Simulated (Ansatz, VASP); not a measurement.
# Two plane-wave programs on Li2Pd

```xyz
3
Lattice="4.2267 0.0000 0.0000 -2.1134 3.6604 0.0000 0.0000 0.0000 16.0000" Properties=species:S:1:pos:R:3 pbc="T T T"
Li    0.0000    2.4403    8.6830
Li    2.1134    1.2201    8.6830
Pd    0.0000    0.0000    7.3170
```

Alike in both runs: task single point; functional PBE; k mesh 6 × 6 × 1; occupations gaussian, width 0.1 eV; no spin polarisation.

|  | VASP | Ansatz |
| --- | --- | --- |
| version | VASP 6.6.1 | Ansatz 0.2.0 |
| potentials or method | VASP PAW PBE potentials, release 64 (Li_sv, Pd), cutoff 520 eV | scalar-relativistic, plane waves, PAW |
| valence electrons in the cell | 16 | 24 |

```tsv
	VASP	Ansatz	Ansatz less VASP
gap on the k mesh at the Fermi level (eV)	0.39	0.39	+0.006
least direct gap on the mesh (eV)	0.99	0.99	0.000
rms of the force components (eV/Å)	0.627	0.627	+0.0004
```

Atom by atom the forces differ by 0.000 eV/Å (rms over components). With one functional, cell and mesh, what is left measures potentials, basis and numerics. VASP's potentials hold 16 valence electrons a cell and Ansatz's 24, so a difference there can come from the potentials and not from the codes. Ansatz's warnings: slab cell height set.

Noted on VASP's run: the cutoff is under 1.25 times that of the potentials, so the pressure is a little rough.
